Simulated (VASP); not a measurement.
# B17SeN17 (a cell with a defect) in VASP: further runs, part 2 of 2

VASP 6.6.1. Earlier steps stand in the parts before.

### 4 Single point, PBE

The input, INCAR:

```
SYSTEM = B17SeN17
PREC     = Accurate       ! precision mode
ENCUT    = 520            ! plane-wave cutoff, eV
EDIFF    = 1E-6           ! SCF threshold, eV
ISMEAR   = -1             ! smearing method
SIGMA    = 0.01           ! smearing width, eV
LREAL    = Auto         
LASPH    = .True.         ! aspherical terms in the spheres
NELM     = 120            ! most SCF steps
ALGO     = Normal         ! electronic algorithm
ISIF     = 2              ! what is computed and relaxed
LWAVE    = .False.        ! write WAVECAR
LCHARG   = .False.        ! write CHGCAR
GGA      = PE             ! functional
NBANDS   = 94             ! bands
GGA_COMPAT= .False.      
ISYM     = -1
```

The input, KPOINTS:

```
explicit points
1
Reciprocal
  0.25000000   0.25000000   0.25000000 1
```

The input, POSCAR:

```
B17SeN17
1.0
    7.4650312844      0.0000000000      0.0000000000
   -3.7325156422      6.4649067324      0.0000000000
    0.0000000000      0.0000000000      6.4954828762
B N Se
17 17 1
Direct
    0.1045077948      0.2187564949      0.2523671973
    0.2108752288      0.1128273705      0.7537610259
    0.1043431560      0.5518520661      0.2490582672
    0.2213138435      0.4445137287      0.7278457190
    0.1042701502      0.8852049834      0.2543131040
    0.2305249856      0.7842396325      0.7449057363
    0.4379859055      0.2194766659      0.2685055183
    0.5792933114      0.1147466354      0.7443741973
    0.4380291975      0.5521875743      0.2653952541
    0.4376673053      0.8852292229      0.2540473328
    0.5567345075      0.7669381482      0.7463380618
    0.7711148986      0.2187565274      0.2528426546
    0.8879735973      0.1008163594      0.7152115704
    0.7709000034      0.5521213842      0.2653172016
    0.9003585393      0.4464618773      0.7221186262
    0.7710635854      0.8852129981      0.2525358668
    0.8892607151      0.7677041981      0.7441114628
    0.1064579466      0.2195680229      0.7177016519
    0.2151637341      0.1078692624      0.2593728541
    0.1206534701      0.5623870233      0.7257257576
    0.2153896382      0.4412324030      0.2516552130
    0.1169279069      0.8925521635      0.7478233184
    0.2150886115      0.7745228309      0.2510918302
    0.5482678368      0.1079878828      0.2602328862
    0.4362037564      0.5443683425      0.7468942521
    0.5486883678      0.4420560327      0.2817450522
    0.4539184178      0.8923164365      0.7502537771
    0.5485868775      0.7748023892      0.2553645461
    0.7902272829      0.2204871488      0.7058592481
    0.8818702101      0.1079582138      0.2456367143
    0.7885497228      0.5478845555      0.7434656219
    0.8815002008      0.4411247199      0.2512722977
    0.7787195159      0.8794266920      0.7380496047
    0.8817825690      0.7745687833      0.2552113906
    0.4995249590      0.3205255665      0.8336245852
```

Potentials or basis: VASP PAW PBE potentials, release 64 (B, N, Se).

Command:

```sh
> cat potpaw_PBE.64/B/POTCAR potpaw_PBE.64/N/POTCAR potpaw_PBE.64/Se/POTCAR > POTCAR
> mpirun -np 1 vasp_std > vasp.out
```

OUTCAR:

```text
SYSTEM = B17SeN17
   PREC = Accurate
   ENCUT = 520
   EDIFF = 1E-6
   ISMEAR = -1
   LREAL = Auto
   LASPH = .True.
   NELM = 120
   ISIF = 2
   GGA = PE
   ISYM = -1

 ion  position               nearest neighbor table
   1  0.105  0.219  0.252-  19 1.43  21 1.44  30 1.44
   2  0.211  0.113  0.754-  18 1.39  22 1.43  35 1.99
   3  0.104  0.552  0.249-  21 1.43  23 1.44  32 1.44
   4  0.221  0.445  0.728-  25 1.40  20 1.41  18 1.46
   5  0.104  0.885  0.254-  23 1.43  34 1.44  19 1.44
   6  0.231  0.784  0.745-  22 1.43  20 1.44  27 1.44
[... 26 lines left out ...]
  33  0.779  0.879  0.738-  11 1.44  17 1.44  13 1.44
  34  0.882  0.775  0.255-  16 1.43   5 1.44  14 1.44
[... 271 lines left out ...]
  Total       41.4543396      9.7034995     10.7311679      3.0542362      0.2317915     -0.3327558
  in kB      211.8728191     49.5945132     54.8469186     15.6101782      1.1846848     -1.7007125
  external PRESSURE =     105.4380836 kB  Pullay stress =       0.0000000 kB

 VOLUME and BASIS-vectors are now :
 -----------------------------------------------------------------------------
  energy-cutoff  :      520.00
  volume of cell :      313.48
      direct lattice vectors                 reciprocal lattice vectors
     7.465031284  0.000000000  0.000000000     0.133957911  0.077340636  0.000000000
    -3.732515642  6.464906732  0.000000000     0.000000000  0.154681273  0.000000000
     0.000000000  0.000000000  6.495482876     0.000000000  0.000000000  0.153953142

 POSITION                                       TOTAL-FORCE (eV/Angst)
 -----------------------------------------------------------------------------------
     -0.03636      1.41424      1.63925         0.004800     -0.001949      0.002349
      1.15306      0.72942      4.89604         0.009993     -0.002581     -0.000769
     -1.28087      3.56767      1.61775         0.000060     -0.000859     -0.003075
     -0.00704      2.87374      4.72771        -0.008884     -0.005778     -0.006532
     -2.52566      5.72277      1.65189         0.001292      0.001104      0.001129
     -1.20631      5.07004      4.83852        -0.001487      0.003438     -0.003640
[... 27 lines left out ...]
      3.69144      5.00751      1.65772        -0.001112      0.001823      0.000355
      2.53260      2.07217      5.41479         0.002155      0.014523      0.006786
 -----------------------------------------------------------------------------------
    total drift:                                0.006274      0.006326     -0.002295

  FREE ENERGIE OF THE ION-ELECTRON SYSTEM (eV)
  ---------------------------------------------------
  free  energy   TOTEN  =      -295.8701684842 eV

  energy  without entropy=     -295.8701684842  energy(sigma->0) =     -295.87016848
```

It took 53 s on 1 thread of Intel Xeon Platinum 8488C (Sapphire Rapids), shared host; peak memory 0.37 GiB.

What came out:

```
Free energy            : -295.8702 eV
Pressure               : 10.5 GPa
Largest force          : 0.021 eV/Å
Band gap on the k mesh : 2.50 eV
```

Forces on the atoms (eV/Å):
```
B    0.005 -0.002  0.002
B    0.010 -0.003 -0.001
B    0.000 -0.001 -0.003
B   -0.009 -0.006 -0.007
B    0.001  0.001  0.001
B   -0.001  0.003 -0.004
B    0.002 -0.001  0.001
B   -0.020 -0.007  0.000
B    0.005 -0.001  0.000
B    0.002  0.002 -0.001
B    0.008  0.000  0.000
B    0.001 -0.003  0.003
B    0.001  0.005 -0.010
B   -0.001  0.000  0.003
B    0.007 -0.011 -0.009
B    0.003  0.000  0.002
B   -0.005 -0.003  0.000
N   -0.002  0.005 -0.001
N   -0.005 -0.001  0.002
N    0.001 -0.002  0.001
N   -0.003 -0.001  0.002
N    0.005  0.004  0.001
N   -0.002  0.000  0.002
N   -0.001  0.000  0.004
N    0.013 -0.006  0.003
N   -0.003  0.001  0.007
N   -0.003 -0.001  0.000
N   -0.001  0.000  0.002
N    0.010  0.007 -0.005
N   -0.002  0.001 -0.003
N   -0.017  0.000  0.002
N   -0.002  0.001  0.000
N    0.003  0.000 -0.002
N   -0.001  0.002  0.000
Se   0.002  0.015  0.007
```

Levels at points of the mesh, in eV from the valence-band top:
```
           k point  band 67  band 68  band 69  band 70  band 71  band 72  band 73  band 74  band 75  band 76
(0.25, 0.25, 0.25)    -1.06    -0.90    -0.72    -0.22     0.00     2.50     3.95     4.14     4.36     4.75
```
